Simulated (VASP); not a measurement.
# SnSe (P4/nmm) in VASP: notebook

Runs on SnSe. Level: PBE+D3(BJ). Tasks: single point.

Program: VASP 6.6.1. These are calculated values, not measurements. Logs are shortened: lines on timing, memory, paths and dates and some standing lists are left out, and cuts for length are marked.

## Step 1: The cell of the first run

The typed cell holds 4 atoms: a = 4.433 Å, b = 4.433 Å, c = 5.111 Å, α = 90.00°, β = 90.00°, γ = 90.00°.

## Step 2: Single point, PBE+D3(BJ)

Input file INCAR:

```
ALGO = Normal
EDIFF = 1E-6
ENCUT = 520
GGA = PE
ISIF = 2
ISMEAR = 0
IVDW = 12
LASPH = True
LCHARG = False
LREAL = False
LWAVE = False
NBANDS = 28
NELM = 80
PREC = Accurate
SIGMA = 0.03
```

Input file KPOINTS:

```
k-points
0
Gamma
  8 8 6
```

Input file POSCAR:

```
SnSe
1.0
    4.4331000000      0.0000000000      0.0000000000
    0.0000000000      4.4331000000      0.0000000000
    0.0000000000      0.0000000000      5.1113000000
Sn Se
2 2
Direct
    0.5000000000      0.0000000000      0.2500887432
    0.0000000000      0.5000000000      0.7499112568
    0.5000000000      0.0000000000      0.7499352227
    0.0000000000      0.5000000000      0.2500647773
```

Potentials or basis: VASP PAW PBE potentials, release 64 (Sn_d, Se).

The run is started by

```bash
> cat potpaw_PBE.64/Sn_d/POTCAR potpaw_PBE.64/Se/POTCAR > POTCAR
> mpirun -np 1 vasp_std > vasp.out
```

OUTCAR:

```text
EDIFF = 1E-6
   ENCUT = 520
   GGA = PE
   ISIF = 2
   ISMEAR = 0
   IVDW = 12
   LASPH = True
   LREAL = False
   NELM = 80
   PREC = Accurate
 IVDW          = 12

 ion  position               nearest neighbor table
   1  0.500  0.000  0.250-   3 2.55   3 2.56   4 3.13   4 3.13   4 3.13   4 3.13
   2  0.000  0.500  0.750-   4 2.55   4 2.56   3 3.13   3 3.13   3 3.13   3 3.13
   3  0.500  0.000  0.750-   1 2.55   1 2.56   2 3.13   2 3.13   2 3.13   2 3.13
   4  0.000  0.500  0.250-   2 2.55   2 2.56   1 3.13   1 3.13   1 3.13   1 3.13

  LATTYP: Found a simple tetragonal cell.
 ALAT       =     4.4331000000
 C/A-ratio  =     1.1529854955

  Lattice vectors:

 A1 = (   4.4331000000,   0.0000000000,   0.0000000000)
 A2 = (   0.0000000000,   4.4331000000,   0.0000000000)
 A3 = (   0.0000000000,   0.0000000000,   5.1113000000)

Analysis of symmetry for initial positions (statically):
=====================================================================
 Subroutine PRICEL returns:
 Original cell was already a primitive cell.

 Routine SETGRP: Setting up the symmetry group for a
 simple tetragonal supercell.

 Subroutine GETGRP returns: Found 16 space group operations
 (whereof  8 operations were pure point group operations)
 out of a pool of 16 trial point group operations.

The static configuration has the point symmetry D_2d.
 The point group associated with its full space group is D_4h.

Analysis of symmetry for dynamics (positions and initial velocities):
=====================================================================
 Subroutine PRICEL returns:
 Original cell was already a primitive cell.

 Routine SETGRP: Setting up the symmetry group for a
 simple tetragonal supercell.

 Subroutine GETGRP returns: Found 16 space group operations
 (whereof  8 operations were pure point group operations)
 out of a pool of 16 trial point group operations.

The dynamic configuration has the point symmetry D_2d.
 The point group associated with its full space group is D_4h.

 Subroutine INISYM returns: Found 16 space group operations
 (whereof  8 operations are pure point group operations),
 and found     1 'primitive' translations

----------------------------------------------------------------------------------------

                                     Primitive cell

  volume of cell :     100.4492

  direct lattice vectors                    reciprocal lattice vectors
     4.433100000  0.000000000  0.000000000     0.225575782  0.000000000  0.000000000
     0.000000000  4.433100000  0.000000000     0.000000000  0.225575782  0.000000000
     0.000000000  0.000000000  5.111300000     0.000000000  0.000000000  0.195644944

  length of vectors
     4.433100000  4.433100000  5.111300000     0.225575782  0.225575782  0.195644944

  position of ions in fractional coordinates (direct lattice)
     0.500000000  0.000000000  0.250088743
     0.000000000  0.500000000  0.749911257
     0.500000000  0.000000000  0.749935223
     0.000000000  0.500000000  0.250064777

  ion indices of the primitive-cell ions
   primitive index   ion index
                 1           1
                 2           2
                 3           3
                 4           4

----------------------------------------------------------------------------------------

 KPOINTS: k-points

Automatic generation of k-mesh.
 Grid dimensions read from file:
 generate k-points for:    8    8    6

 Generating k-lattice:

  Cartesian coordinates                     Fractional coordinates (reciprocal lattice)
     0.028196973  0.000000000  0.000000000     0.125000000  0.000000000  0.000000000
     0.000000000  0.028196973  0.000000000     0.000000000  0.125000000  0.000000000
     0.000000000  0.000000000  0.032607491     0.000000000  0.000000000  0.166666667

  Length of vectors
     0.028196973  0.028196973  0.032607491

  Shift w.r.t. Gamma in fractional coordinates (k-lattice)
     0.000000000  0.000000000  0.000000000

 Subroutine IBZKPT returns following result:
 ===========================================

 Found     60 irreducible k-points:

 Following reciprocal coordinates:
            Coordinates               Weight
  0.000000  0.000000  0.000000      1.000000
  0.125000  0.000000  0.000000      4.000000
  0.250000  0.000000  0.000000      4.000000
  0.375000  0.000000  0.000000      4.000000
  0.500000  0.000000  0.000000      2.000000
  0.125000  0.125000  0.000000      4.000000
[... 16 lines left out ...]
  0.375000  0.125000  0.166667     16.000000
  0.500000  0.125000  0.166667      8.000000
 [... further k-points ...]
   k-points           NKPTS =     60   k-points in BZ     NKDIM =     60   number of bands    NBANDS=     28
   number of dos      NEDOS =    301   number of ions     NIONS =      4
   total plane-waves  NPLWV =  51840
   dimension x,y,z NGX =    36 NGY =   36 NGZ =   40
   dimension x,y,z NGXF=    72 NGYF=   72 NGZF=   80
   ions per type =               2   2
   NGX,Y,Z   is equivalent  to a cutoff of  13.50, 13.50, 13.01 a.u.
   NGXF,Y,Z  is equivalent  to a cutoff of  27.00, 27.00, 26.02 a.u.
 SYSTEM =  unknown system
   PREC   = accura    normal or accurate (medium, high low for compatibility)
   ISTART =      0    job   : 0-new  1-cont  2-samecut
   ICHARG =      2    charge: 1-file 2-atom 10-const
   ISPIN  =      1    spin polarized calculation?
   LNONCOLLINEAR =      F non collinear calculations
   LSORBIT =      F    spin-orbit coupling
   LASPH  =      T    aspherical Exc in radial PAW
   ENCUT  =  520.0 eV  38.22 Ry    6.18 a.u.   8.24  8.24  9.50*2*pi/ulx,y,z
   NELM   =     80;   NELMIN=  2; NELMDL= -5     # of ELM steps
   EDIFF  = 0.1E-05   stopping-criterion for ELM
   LREAL  =      F    real-space projection
   EDIFFG = 0.1E-04   stopping-criterion for IOM
   NSW    =      0    number of steps for IOM
   IBRION =     -1    ionic relax: 0-MD 1-quasi-New 2-CG
   NFREE  =      0    steps in history (QN), initial steepest desc. (CG)
   ISIF   =      2    stress and relaxation
   ISYM   =      2    0-nonsym 1-usesym 2-fastsym
   POTIM  = 0.5000    time-step for ionic-motion
   TEBEG  =    0.0;   TEEND  =   0.0 temperature during run
   PSTRESS=    0.0 pullay stress
   NELECT =      40.0000    total number of electrons
   NUPDOWN=      -1.0000    fix difference up-down
   EMIN   =  10.00;   EMAX   =-10.00  energy-range for DOS
   EFERMI =   0.00;   METHOD = LEGACY
   ISMEAR =     0;   SIGMA  =   0.03  broadening in eV -4-tet -1-fermi 0-gaus
   EFERMI_NEDOS =   21; number of points for ismear=-14 and -15
   IALGO  =     38    algorithm
   IMIX   =      4    mixing-type and parameters
     AMIX     =   0.40;   BMIX     =  1.00
     AMIX_MAG =   1.60;   BMIX_MAG =  1.00
  volume/ion in A,a.u.               =      25.11       169.47
  Fermi-wavevector in a.u.,A,eV,Ry     =   1.204424  2.276031 19.737113  1.450637
  Thomas-Fermi vector in A             =   2.340149
   LORBIT       =      0    0 simple, 1 ext, 2 COOP (PROOUT), +10 PAW based schemes
   GGA     = PE    functional components
   LHFCALC =     F    Hartree Fock is set to
   AEXX    =    0.0000 exact exchange contribution
   IVDW    =    12    specifies the selected vdW correction
   LEPSILON=     F    determine dielectric tensor
   LRPA    =     F    only Hartree local field effects (RPA)
 non-spin polarized calculation
 Gauss-broadening in eV      SIGMA  =   0.03
  energy-cutoff  :      520.00
  volume of cell :      100.45
 maximum number of plane-waves:      2723
 NGX is ok and might be reduce to    36
   NGX = 17   NGY = 17   NGZ = 19

 number of electron      39.9999993 magnetization

 Free energy of the ion-electron system (eV)
  ---------------------------------------------------
  ext. energy  EPLUGINS =         0.00000000
  ---------------------------------------------------
  free energy    TOTEN  =       -14.60164127 eV

  energy without entropy =      -14.60080751  energy(sigma->0) =      -14.60122439

 E-fermi :   7.0125     XC(G=0):  -9.9493

 val. band max:        6.9867136335   @ k =   0.5000   0.1250   0.3333
 cond. band min:       7.0126482386   @ k =   0.2500   0.2500   0.3333
 fundamental gap:      0.0259346051
 Fermi energy:         7.0124932590

 k-point     1 :       0.0000    0.0000    0.0000
  band No.  band energies     occupation
      1     -15.2641      2.00000
      2     -15.1996      2.00000
      3     -15.1504      2.00000
      4     -15.1482      2.00000
      5     -15.1350      2.00000
      6     -15.1282      2.00000
[... 20 lines left out ...]
     27      12.0215      0.00000
     28      13.2851      0.00000

 k-point     2 :       0.1250    0.0000    0.0000
  band No.  band energies     occupation
      1     -15.2611      2.00000
      2     -15.2015      2.00000
      3     -15.1489      2.00000
      4     -15.1480      2.00000
      5     -15.1346      2.00000
      6     -15.1273      2.00000
[... 20 lines left out ...]
     27      12.1230      0.00000
     28      13.8071      0.00000

 k-point     3 :       0.2500    0.0000    0.0000
  band No.  band energies     occupation
      1     -15.2529      2.00000
      2     -15.2073      2.00000
      3     -15.1472      2.00000
      4     -15.1450      2.00000
      5     -15.1340      2.00000
      6     -15.1313      2.00000
[... 20 lines left out ...]
     27      12.4279      0.00000
     28      13.3372      0.00000

 k-point     4 :       0.3750    0.0000    0.0000
  band No.  band energies     occupation
      1     -15.2412      2.00000
      2     -15.2166      2.00000
      3     -15.1452      2.00000
      4     -15.1402      2.00000
      5     -15.1366      2.00000
      6     -15.1343      2.00000
[... 578 lines left out ...]
     27      13.1875      0.00000
     28      13.2470      0.00000

 k-point    23 :       0.3750    0.1250    0.1667
  band No.  band energies     occupation
      1     -15.2325      2.00000
      2     -15.2129      2.00000
      3     -15.1465      2.00000
      4     -15.1401      2.00000
      5     -15.1387      2.00000
      6     -15.1345      2.00000
[... 20 lines left out ...]
     27      13.0903      0.00000
     28      13.7264      0.00000

 k-point    24 :       0.5000    0.1250    0.1667
  band No.  band energies     occupation
      1     -15.2224      2.00000
      2     -15.2224      2.00000
      3     -15.1441      2.00000
      4     -15.1441      2.00000
      5     -15.1357      2.00000
      6     -15.1357      2.00000
[... 20 lines left out ...]
     27      14.3406      0.00000
     28      14.3408      0.00000

 [... further k-points ...]

------------------------ aborting loop because EDIFF is reached ----------------------------------------

 Edisp (eV)   -1.53688

 E8    (eV) :    -0.6920

  FORCE on cell =-STRESS in cart. coord.  units (eV):
  Direction    XX          YY          ZZ          XY          YZ          ZX
  --------------------------------------------------------------------------------------
  -------------------------------------------------------------------------------------
  Total      -1.50623    -1.50623    20.85284     0.00000     0.00000     0.00000
  in kB     -24.02461   -24.02461   332.60552     0.00000     0.00000     0.00000
  external pressure =       94.85 kB  Pullay stress =        0.00 kB

 VOLUME and BASIS-vectors are now :
 -----------------------------------------------------------------------------
  energy-cutoff  :      520.00
  volume of cell :      100.45
      direct lattice vectors                 reciprocal lattice vectors
     4.433100000  0.000000000  0.000000000     0.225575782  0.000000000  0.000000000
     0.000000000  4.433100000  0.000000000     0.000000000  0.225575782  0.000000000
     0.000000000  0.000000000  5.111300000     0.000000000  0.000000000  0.195644944

 POSITION                                       TOTAL-FORCE (eV/Angst)
 -----------------------------------------------------------------------------------
      2.21655      0.00000      1.27828         0.000000      0.000000     -0.010619
      0.00000      2.21655      3.83302        -0.000000     -0.000000      0.010619
      2.21655      0.00000      3.83314         0.000000      0.000000      0.010557
      0.00000      2.21655      1.27816        -0.000000      0.000000     -0.010557
 -----------------------------------------------------------------------------------
    total drift:                                0.000000      0.000000      0.000000

  FREE ENERGIE OF THE ION-ELECTRON SYSTEM (eV)
  ---------------------------------------------------
  free  energy   TOTEN  =       -16.1385258656 eV

  energy  without entropy=      -16.1376920998  energy(sigma->0) =      -16.13810898
```

Run time: 54 s. Hardware: 1 thread of Intel Xeon Platinum 8559C (Emerald Rapids), shared host; peak memory 0.31 GiB.

What came out:

* Free energy: -16.1385 eV
* Pressure: 9.5 GPa
* Largest force: 0.011 eV/Å
* Band gap on the k mesh: zero (bands 20 and 21 overlap by 0.67 eV)
* Dispersion energy per atom: -0.384 eV

Forces in eV/Å, atoms in the order of the input:
```
Sn   0.000  0.000 -0.011
Sn   0.000  0.000  0.011
Se   0.000  0.000  0.011
Se   0.000  0.000 -0.011
```

Stress tensor (GPa, compression positive):
```
-2.40  0.00  0.00
 0.00 -2.40  0.00
 0.00  0.00 33.26
```

Caveat: the cell stands under pressure; semilocal functionals underestimate gaps, so a narrow gap can read as zero; spin-orbit coupling is left out, which moves the levels of the heavy elements.

## Step 3: Single point, PBE+D3(BJ)

This run uses another cell than the first one, of 25.17 Å³/atom.

Input file INCAR:

```
SYSTEM = SnSe
  ALGO = Normal
  EDIFF = 1E-7
  ENCUT = 520
  GGA = PE
  ISIF = 2
  ISMEAR = 0
  IVDW = 12
  LASPH = .True.
  LCHARG = .False.
  LREAL = .False.
  LWAVE = .False.
  NBANDS = 28
  NELM = 80
  PREC = Accurate
  SIGMA = 0.03
```

Input file KPOINTS:

```
k-points
0
Gamma
  8 8 6
  0 0 0
```

Input file POSCAR:

```
SnSe
1.0
    4.0109000000      0.0000000000      0.0000000000
    0.0000000000      4.0109000000      0.0000000000
    0.0000000000      0.0000000000      6.2577000000
Sn Se
2 2
Direct
    0.5000000000      0.0000000000      0.2500887432
    0.0000000000      0.5000000000      0.7499112568
    0.5000000000      0.0000000000      0.7499352227
    0.0000000000      0.5000000000      0.2500647773
```

Potentials or basis: VASP PAW PBE potentials, release 64 (Sn_d, Se).

The run is started by

```bash
> cat potpaw_PBE.64/Sn_d/POTCAR potpaw_PBE.64/Se/POTCAR > POTCAR
> mpirun -np 1 vasp_std > vasp.out
```

Run time: 61 s. Hardware: 1 thread of Intel Xeon Platinum 8559C (Emerald Rapids), shared host; peak memory 0.29 GiB.

Results (log left out):

```
Free energy                : -17.4825 eV
Pressure                   : 4.9 GPa
Band gap on the k mesh     : zero (bands 20 and 21 overlap by 0.16 eV)
Dispersion energy per atom : -0.383 eV
```

Stress tensor (GPa, compression positive):
```
 9.53  0.00  0.00
 0.00  9.53  0.00
 0.00  0.00 -4.24
```

Levels at points of the mesh, in eV from the Fermi level:
| k point | band 18 | band 19 | band 20 | band 21 | band 22 | band 23 |
| --- | --- | --- | --- | --- | --- | --- |
| (0.00, 0.00, 0.00) | -3.04 | -3.04 | -2.18 | 2.69 | 2.93 | 5.02 |
| (0.50, 0.00, 0.00) | -2.41 | -0.20 | -0.20 | 1.09 | 1.09 | 1.51 |
| (0.50, 0.50, 0.00) | -4.97 | -3.83 | -3.83 | 2.40 | 2.40 | 4.19 |
| (0.00, 0.00, 0.50) | -3.66 | -2.80 | -2.79 | 2.00 | 2.00 | 3.48 |
| (0.50, 0.00, 0.50) | -2.33 | -0.44 | -0.44 | 0.79 | 0.79 | 0.81 |
| (0.50, 0.50, 0.50) | -5.80 | -1.61 | -1.61 | 0.97 | 0.97 | 4.56 |

Caveat: the cell stands under pressure; semilocal functionals underestimate gaps, so a narrow gap can read as zero; spin-orbit coupling is left out, which moves the levels of the heavy elements.
